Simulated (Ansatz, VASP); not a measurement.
B in VASP and in Ansatz

```
B
1.0
     2.79125    0.00000    0.00000
    -1.39562    2.41729    0.00000
     0.00000    0.00000    3.16676
B
3
Direct
  0.22540 0.00000 0.33333
  0.00000 0.22540 0.66667
  0.77460 0.77460 0.00000
```

Alike in both runs: task relaxation of cell and atoms; functional PBEsol; k mesh 9 × 9 × 6; occupations gaussian, width 0.1 eV; no spin polarisation.

|  | VASP | Ansatz |
| --- | --- | --- |
| version | VASP 6.6.1 | Ansatz 0.2.0 |
| potentials or method | VASP PAW PBE potentials, release 64 (B_h), cutoff 1230 eV | scalar-relativistic, plane waves, PAW |
| valence electrons in the cell | 9 | 9 |

Ansatz gave:

```
gap on the k mesh at the Fermi level, each at its own relaxed structure (eV)  : none
relaxed volume (Å³/atom)                                                      : 6.28
relaxed length of the cell vector where the two differ most in proportion (Å) : 3.917
```

Task: Estimate VASP's values.

Result: gap on the k mesh at the Fermi level, each at its own relaxed structure (eV): none; relaxed volume (Å³/atom): 6.61; relaxed length of the cell vector where the two differ most in proportion (Å): 3.343.

VASP's potentials were made for PBE, not for PBEsol. A gap of «none» marks a metal or a gap that the smearing closes. One of these differences is far larger than is usual between the two programs; its cause wasn't traced.
